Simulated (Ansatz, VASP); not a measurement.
## AlO5: VASP beside Ansatz

File INCAR:

```
  PREC = Accurate
  ENCUT = 910
  EDIFF = 1E-7
  ISMEAR = 0
  SIGMA = 0.1
  LREAL = F
  LASPH = T
  NELM = 120
  ALGO = Normal
  ISIF = 3
  LWAVE = F
  LCHARG = F
  GGA = PE
  IBRION = 2
  NSW = 90
  EDIFFG = -0.04
  GGA_COMPAT = F
  NELMIN = 4
```

The input KPOINTS:

```
regular mesh
0
Gamma
  6 6 4
```

The input POSCAR:

```
AlO5
1.0
    3.2713371300      0.0000000000      0.0000000000
    0.0000000000      3.2713371300      0.0000000000
    0.0000000000      0.0000000000      5.8057128000
Al O
1 5
Direct
    0.0000000000      0.0000000000      0.5000000000
    0.0000000000      0.5000000000      0.0000000000
    0.5000000000      0.0000000000      0.0000000000
    0.0000000000      0.0000000000      0.8968127400
    0.0000000000      0.0000000000      0.1031872600
    0.5000000000      0.5000000000      0.0000000000
```

Input for Ansatz:

```yaml
crystal:
  lattice:
    - [3.27133713, 0.0, 0.0]
    - [0.0, 3.27133713, 0.0]
    - [0.0, 0.0, 5.8057128]
  atoms:
    - { symbol: Al, position: [0.0, 0.0, 0.5] }
    - { symbol: O, position: [0.0, 0.5, 0.0] }
    - { symbol: O, position: [0.5, 0.0, 0.0] }
    - { symbol: O, position: [0.0, 0.0, 0.89681274] }
    - { symbol: O, position: [0.0, 0.0, 0.10318726] }
    - { symbol: O, position: [0.5, 0.5, 0.0] }
basis:
  ecutwfc: 420
kpoints:
  mp_grid: { grid: [6, 6, 4] }
hamiltonian:
  xc: pbe
scf:
  occupations: { method: gaussian, width: 0.1 }
  lower_state_search: "off"
output:
  forces: true
  stress: true
  eigenvalues: true
relax:
  adjacent_minimum: "off"
  f_tol: 0.04
  max_steps: 70
  cell: { stress_tol: 0.4 }
```

Alike in both runs: task relaxation of cell and atoms; functional PBE; k mesh 6 × 6 × 4; occupations gaussian, width 0.1 eV; no spin polarisation.

|  | VASP | Ansatz |
| --- | --- | --- |
| version | VASP 6.6.1 | Ansatz 0.2.0 |
| potentials or method | VASP PAW PBE potentials, release 64 (Al, O_h), cutoff 910 eV | scalar-relativistic, plane waves, PAW |
| valence electrons in the cell | 33 | 33 |

Ansatz gave:

```
gap on the k mesh at the Fermi level, each at its own relaxed structure (eV) : none
relaxed volume (Å³/atom)                                                     : 16.03
relaxed cell length with the largest relative difference (Å)                 : 8.461
```

Q: Which values does VASP return?

A: gap on the k mesh at the Fermi level, each at its own relaxed structure (eV): none; relaxed volume (Å³/atom): 13.05; relaxed cell length with the largest relative difference (Å): 6.510.

A gap of «none» marks a metal or a gap that the smearing closes. One of these differences is far larger than is usual between the two programs; its cause wasn't traced.

Noted on VASP's run: the cutoff is short for stress, so the pressure is rough; the volume moved by over 15 % at a fixed basis, so the end points are rough.
